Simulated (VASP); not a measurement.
# Cd (P6/mmm) in VASP: a series of runs

The runs below take Cd through single point, relaxation of cell and atoms, with PBEsol.

Program: VASP 6.6.1. These are calculated values, not measurements. Logs are shortened: lines on timing, memory, paths and dates and some standing lists are left out, and cuts for length are marked.

## (1) The cell of the first run

Symmetry: P6/mmm, No. 191, hexagonal system. Conventional cell: a = 3.005 Å, b = 3.005 Å, c = 2.808 Å, α = 90.00°, β = 90.00°, γ = 120.00°. Cd (site symmetry 6/mmm) has 8 Cd at 2.81 to 3.01 Å within 3.7 Å.

This isn't the form of Cd at room conditions, which is hcp.

## (2) Single point, PBEsol

INCAR reads:

```
PREC     = Accurate       # precision mode
ENCUT    = 520            # plane-wave cutoff, eV
EDIFF    = 1E-6           # SCF threshold, eV
ISMEAR   = 0              # smearing method
SIGMA    = 0.1            # smearing width, eV
LREAL    = F              # projectors in reciprocal space
LASPH    = T              # aspherical terms in the spheres
NELM     = 60             # most SCF steps
ALGO     = Normal         # electronic algorithm
ISIF     = 2              # what is computed and relaxed
LWAVE    = F              # write WAVECAR
LCHARG   = F              # write CHGCAR
GGA      = PS             # functional
NBANDS   = 12             # bands
```

KPOINTS reads:

```
Automatic mesh
0
Gamma
  9 9 6
```

POSCAR reads:

```
Cd
1.0
    3.0050804100      0.0000000000      0.0000000000
   -1.5025402050      2.6024759754      0.0000000000
    0.0000000000      0.0000000000      2.8078720081
Cd
1
Direct
    0.0000000000      0.0000000000      0.0000000000
```

Potentials or basis: VASP PAW PBE potentials, release 64 (Cd).

The run is started by

```sh
> cat potpaw_PBE.64/Cd/POTCAR > POTCAR
> mpirun -np 1 vasp_std > vasp.out
```

OUTCAR:

```text
PREC = Accurate
   ENCUT = 520
   EDIFF = 1E-6
   ISMEAR = 0
   LREAL = F
   LASPH = T
   NELM = 60
   ISIF = 2
   GGA = PS

 ion  position               nearest neighbor table
   1  0.000  0.000  0.000-

  LATTYP: Found a hexagonal cell.
 ALAT       =     3.0050804100
 C/A-ratio  =     0.9343750000

  Lattice vectors:

 A1 = (   3.0050804100,   0.0000000000,   0.0000000000)
 A2 = (  -1.5025402050,   2.6024759754,   0.0000000000)
 A3 = (   0.0000000000,   0.0000000000,   2.8078720081)

Analysis of symmetry for initial positions (statically):
=====================================================================
 Subroutine PRICEL returns:
 Original cell was already a primitive cell.

 Routine SETGRP: Setting up the symmetry group for a
 hexagonal supercell.

 Subroutine GETGRP returns: Found 24 space group operations
 (whereof 24 operations were pure point group operations)
 out of a pool of 24 trial point group operations.

The static configuration has the point symmetry D_6h.

Analysis of symmetry for dynamics (positions and initial velocities):
=====================================================================
 Subroutine PRICEL returns:
 Original cell was already a primitive cell.

 Routine SETGRP: Setting up the symmetry group for a
 hexagonal supercell.

 Subroutine GETGRP returns: Found 24 space group operations
 (whereof 24 operations were pure point group operations)
 out of a pool of 24 trial point group operations.

The dynamic configuration has the point symmetry D_6h.

 Subroutine INISYM returns: Found 24 space group operations
 (whereof 24 operations are pure point group operations),
 and found     1 'primitive' translations

----------------------------------------------------------------------------------------

                                     Primitive cell

  volume of cell :      21.9594

  direct lattice vectors                    reciprocal lattice vectors
     3.005080410  0.000000000  0.000000000     0.332769798  0.192124732  0.000000000
    -1.502540205  2.602475975  0.000000000     0.000000000  0.384249465  0.000000000
     0.000000000  0.000000000  2.807872008     0.000000000  0.000000000  0.356141589

  length of vectors
     3.005080410  3.005080410  2.807872008     0.384249465  0.384249465  0.356141589

  position of ions in fractional coordinates (direct lattice)
     0.000000000  0.000000000  0.000000000

  ion indices of the primitive-cell ions
   primitive index   ion index
                 1           1

----------------------------------------------------------------------------------------

 KPOINTS: Automatic mesh

Automatic generation of k-mesh.
 Grid dimensions read from file:
 generate k-points for:    9    9    6

 Generating k-lattice:

  Cartesian coordinates                     Fractional coordinates (reciprocal lattice)
     0.036974422  0.021347192  0.000000000     0.111111111  0.000000000  0.000000000
     0.000000000  0.042694385  0.000000000     0.000000000  0.111111111  0.000000000
     0.000000000  0.000000000  0.059356932     0.000000000  0.000000000  0.166666667

  Length of vectors
     0.042694385  0.042694385  0.059356932

  Shift w.r.t. Gamma in fractional coordinates (k-lattice)
     0.000000000  0.000000000  0.000000000

 Subroutine IBZKPT returns following result:
 ===========================================

 Found     48 irreducible k-points:

 Following reciprocal coordinates:
            Coordinates               Weight
  0.000000  0.000000  0.000000      1.000000
  0.111111 -0.000000  0.000000      6.000000
  0.222222  0.000000  0.000000      6.000000
  0.333333 -0.000000  0.000000      6.000000
  0.444444  0.000000  0.000000      6.000000
  0.111111  0.111111  0.000000      6.000000
[... 16 lines left out ...]
  0.333333  0.222222  0.166667     24.000000
  0.333333  0.333333  0.166667      4.000000
 [... further k-points ...]
   k-points           NKPTS =     48   k-points in BZ     NKDIM =     48   number of bands    NBANDS=     12
   number of dos      NEDOS =    301   number of ions     NIONS =      1
   total plane-waves  NPLWV =  13824
   dimension x,y,z NGX =    24 NGY =   24 NGZ =   24
   dimension x,y,z NGXF=    48 NGYF=   48 NGZF=   48
   ions per type =               1
   NGX,Y,Z   is equivalent  to a cutoff of  13.28, 13.28, 14.21 a.u.
   NGXF,Y,Z  is equivalent  to a cutoff of  26.55, 26.55, 28.42 a.u.
 SYSTEM =  unknown system
   PREC   = accura    normal or accurate (medium, high low for compatibility)
   ISTART =      0    job   : 0-new  1-cont  2-samecut
   ICHARG =      2    charge: 1-file 2-atom 10-const
   ISPIN  =      1    spin polarized calculation?
   LNONCOLLINEAR =      F non collinear calculations
   LSORBIT =      F    spin-orbit coupling
   LASPH  =      T    aspherical Exc in radial PAW
   ENCUT  =  520.0 eV  38.22 Ry    6.18 a.u.   5.59  5.59  5.22*2*pi/ulx,y,z
   NELM   =     60;   NELMIN=  2; NELMDL= -5     # of ELM steps
   EDIFF  = 0.1E-05   stopping-criterion for ELM
   LREAL  =      F    real-space projection
   EDIFFG = 0.1E-04   stopping-criterion for IOM
   NSW    =      0    number of steps for IOM
   IBRION =     -1    ionic relax: 0-MD 1-quasi-New 2-CG
   NFREE  =      0    steps in history (QN), initial steepest desc. (CG)
   ISIF   =      2    stress and relaxation
   ISYM   =      2    0-nonsym 1-usesym 2-fastsym
   POTIM  = 0.5000    time-step for ionic-motion
   TEBEG  =    0.0;   TEEND  =   0.0 temperature during run
   PSTRESS=    0.0 pullay stress
   NELECT =      12.0000    total number of electrons
   NUPDOWN=      -1.0000    fix difference up-down
   EMIN   =  10.00;   EMAX   =-10.00  energy-range for DOS
   EFERMI =   0.00;   METHOD = LEGACY
   ISMEAR =     0;   SIGMA  =   0.10  broadening in eV -4-tet -1-fermi 0-gaus
   EFERMI_NEDOS =   21; number of points for ismear=-14 and -15
   IALGO  =     38    algorithm
   IMIX   =      4    mixing-type and parameters
     AMIX     =   0.40;   BMIX     =  1.00
     AMIX_MAG =   1.60;   BMIX_MAG =  1.00
  volume/ion in A,a.u.               =      21.96       148.19
  Fermi-wavevector in a.u.,A,eV,Ry     =   1.338429  2.529263 24.373355  1.791391
  Thomas-Fermi vector in A             =   2.466900
   LORBIT       =      0    0 simple, 1 ext, 2 COOP (PROOUT), +10 PAW based schemes
   GGA     = PS    functional components
   LHFCALC =     F    Hartree Fock is set to
   AEXX    =    0.0000 exact exchange contribution
   IVDW    =     0    specifies the selected vdW correction
   LEPSILON=     F    determine dielectric tensor
   LRPA    =     F    only Hartree local field effects (RPA)
 non-spin polarized calculation
 Gauss-broadening in eV      SIGMA  =   0.10
  energy-cutoff  :      520.00
  volume of cell :       21.96
 maximum number of plane-waves:       604
 NGX is ok and might be reduce to    24
   NGX = 11   NGY = 11   NGZ = 11

 number of electron      11.9999997 magnetization

 Free energy of the ion-electron system (eV)
  ---------------------------------------------------
  ext. energy  EPLUGINS =         0.00000000
  ---------------------------------------------------
  free energy    TOTEN  =        -1.05847699 eV

  energy without entropy =       -1.05589807  energy(sigma->0) =       -1.05718753

 E-fermi :   2.6655     XC(G=0): -11.0847

 val. band max:        2.6290863064   @ k =   0.3333   0.3333   0.1667
 cond. band min:       2.6927526636   @ k =   0.2222   0.2222   0.5000
 fundamental gap:      0.0636663573
 Fermi energy:         2.6654785340

 k-point     1 :       0.0000    0.0000    0.0000
  band No.  band energies     occupation
      1      -7.4884      2.00000
      2      -6.5447      2.00000
      3      -6.5447      2.00000
      4      -6.1983      2.00000
      5      -5.6074      2.00000
      6      -5.6074      2.00000
      7      13.4092      0.00000
      8      16.4859      0.00000
      9      16.4859      0.00000
     10      16.5828      0.00000
     11      17.6092      0.00000
     12      20.1782      0.00000

 k-point     2 :       0.1111   -0.0000    0.0000
  band No.  band energies     occupation
      1      -7.4386      2.00000
      2      -6.6093      2.00000
      3      -6.4365      2.00000
      4      -5.8755      2.00000
      5      -5.6672      2.00000
      6      -5.6200      2.00000
      7      13.5272      0.00000
      8      13.8145      0.00000
      9      15.1899      0.00000
     10      16.2820      0.00000
     11      17.6888      0.00000
     12      21.8053      0.00000

 k-point     3 :       0.2222    0.0000    0.0000
  band No.  band energies     occupation
      1      -7.3379      2.00000
      2      -6.7868      2.00000
      3      -6.1518      2.00000
      4      -5.8146      2.00000
      5      -5.6518      2.00000
      6      -4.8583      2.00000
      7       9.4207      0.00000
      8      13.2906      0.00000
      9      14.9772      0.00000
     10      15.7984      0.00000
     11      17.9135      0.00000
     12      24.6231      0.00000

 k-point     4 :       0.3333   -0.0000    0.0000
  band No.  band energies     occupation
      1      -7.2747      2.00000
      2      -6.9482      2.00000
      3      -5.9754      2.00000
      4      -5.8070      2.00000
      5      -5.6879      2.00000
      6      -3.1600      2.00000
      7       5.5757      0.00000
      8      11.7821      0.00000
      9      15.4239      0.00000
     10      16.7404      0.00000
     11      18.3019      0.00000
     12      25.3381      0.00000

 k-point     5 :       0.4444    0.0000    0.0000
  band No.  band energies     occupation
      1      -7.3017      2.00000
      2      -6.9847      2.00000
      3      -6.0769      2.00000
      4      -5.7113      2.00000
      5      -5.5678      2.00000
      6      -0.8590      2.00000
      7       2.1900      2.00000
      8      10.9484      0.00000
      9      15.2319      0.00000
     10      18.6964      0.00000
     11      18.7113      0.00000
     12      22.8888      0.00000
[... 228 lines left out ...]
      1      -7.0897      2.00000
      2      -6.5861      2.00000
      3      -6.3962      2.00000
      4      -5.9357      2.00000
      5      -5.6568      2.00000
      6       1.2842      2.00000
      7       1.5360      2.00000
      8       9.4414      0.00000
      9      15.2393      0.00000
     10      15.4156      0.00000
     11      17.7513      0.00000
     12      22.8205      0.00000

 k-point    22 :       0.2222    0.2222    0.1667
  band No.  band energies     occupation
      1      -6.7852      2.00000
      2      -6.7271      2.00000
      3      -6.3237      2.00000
      4      -5.9565      2.00000
      5      -5.9557      2.00000
      6      -1.4854      2.00000
      7       6.4228      0.00000
      8       7.5704      0.00000
      9      12.8872      0.00000
     10      19.8187      0.00000
     11      20.0628      0.00000
     12      21.7744      0.00000

 k-point    23 :       0.3333    0.2222    0.1667
  band No.  band energies     occupation
      1      -6.7947      2.00000
      2      -6.5978      2.00000
      3      -6.3499      2.00000
      4      -6.0310      2.00000
      5      -5.9538      2.00000
      6       0.7901      2.00000
      7       3.5711      0.00000
      8       6.4729      0.00000
      9      14.8211      0.00000
     10      17.2096      0.00000
     11      19.4292      0.00000
     12      22.1870      0.00000

 k-point    24 :       0.3333    0.3333    0.1667
  band No.  band energies     occupation
      1      -6.6538      2.00000
      2      -6.4213      2.00000
      3      -6.4213      2.00000
      4      -6.1220      2.00000
      5      -6.1220      2.00000
      6       2.6291      1.39321
      7       3.7059      0.00000
      8       3.7059      0.00000
      9      16.9048      0.00000
     10      16.9048      0.00000
     11      17.1270      0.00000
     12      25.9261      0.00000

 [... further k-points ...]

------------------------ aborting loop because EDIFF is reached ----------------------------------------

  FORCE on cell =-STRESS in cart. coord.  units (eV):
  Direction    XX          YY          ZZ          XY          YZ          ZX
  --------------------------------------------------------------------------------------
  -------------------------------------------------------------------------------------
  Total        0.1716901      0.1716901      1.1101351      0.0000000     -0.0000000     -0.0000000
  in kB       12.5266687     12.5266687     80.9965025      0.0000000     -0.0000000     -0.0000000
  external PRESSURE =      35.3499466 kB  Pullay stress =       0.0000000 kB

 VOLUME and BASIS-vectors are now :
 -----------------------------------------------------------------------------
  energy-cutoff  :      520.00
  volume of cell :       21.96
      direct lattice vectors                 reciprocal lattice vectors
     3.005080410  0.000000000  0.000000000     0.332769798  0.192124732  0.000000000
    -1.502540205  2.602475975  0.000000000     0.000000000  0.384249465  0.000000000
     0.000000000  0.000000000  2.807872008     0.000000000  0.000000000  0.356141589

 POSITION                                       TOTAL-FORCE (eV/Angst)
 -----------------------------------------------------------------------------------
      0.00000      0.00000      0.00000        -0.000000      0.000000      0.000000
 -----------------------------------------------------------------------------------
    total drift:                                0.000000      0.000000     -0.000000

  FREE ENERGIE OF THE ION-ELECTRON SYSTEM (eV)
  ---------------------------------------------------
  free  energy   TOTEN  =        -1.0584769887 eV

  energy  without entropy=       -1.0558980750  energy(sigma->0) =       -1.05718753
```

Run time: 13 s. Hardware: 1 thread of Oxide Virtual Turin-like, shared host; peak memory 0.11 GiB.

Results:

* Free energy: -1.0585 eV
* Pressure: 3.5 GPa
* Band gap on the k mesh: zero (bands 6 and 7 overlap by 5.95 eV)

Caveat: the k points lie up to 0.37 Å⁻¹ apart, too coarse for converged energies and pressures of a metal; the PAW data sets were made with another functional, which shifts forces and pressure a little.

## (3) Single point, PBEsol

This run uses another cell than the first one, of 23.16 Å³/atom.

INCAR reads:

```
PREC = Accurate
ENCUT = 520
EDIFF = 1E-7
ISMEAR = 0
SIGMA = 0.1
LREAL = False
LASPH = True
NELM = 60
ALGO = Fast
ISIF = 2
LWAVE = False
LCHARG = False
GGA = PS
NBANDS = 12
```

KPOINTS reads:

```
regular mesh
0
Gamma
  21 21 20
```

POSCAR reads:

```
Cd
1.0
    2.9369429337      0.0000000000      0.0000000000
   -1.4684714668      2.5434671900      0.0000000000
    0.0000000000      0.0000000000      3.1004131334
Cd
1
Direct
    0.0000000000      0.0000000000      0.0000000000
```

Potentials or basis: VASP PAW PBE potentials, release 64 (Cd).

The run is started by

```sh
> cat potpaw_PBE.64/Cd/POTCAR > POTCAR
> mpirun -np 1 vasp_std > vasp.out
```

Wall time 1.7 min (1 thread of Oxide Virtual Turin-like, shared host); peak memory 0.22 GiB.

Results (log left out):

- Free energy: -1.0931 eV
- Pressure: 0.3 GPa
- Band gap on the k mesh: zero (bands 6 and 7 overlap by 6.71 eV)

Stress tensor (GPa, compression positive):
```
0.41 0.00 0.00
0.00 0.41 0.00
0.00 0.00 0.22
```

Levels at points of the mesh, in eV from the Fermi level:
```tsv
k point	band 2	band 3	band 4	band 5	band 6	band 7	band 8	band 9	band 10	band 11
(0.00, 0.00, 0.00)	-9.08	-9.08	-8.37	-8.24	-8.24	7.59	11.78	14.93	15.53	15.53
(0.00, 0.00, 0.50)	-9.03	-9.03	-8.49	-8.49	-3.98	-2.97	17.08	18.84	19.91	19.91
```

Caveat: the PAW data sets were made with another functional, which shifts forces and pressure a little.

(Part 1 of 2 ends here.)

The gap in the log of VASP goes by the Fermi energy; the results here count the filled bands.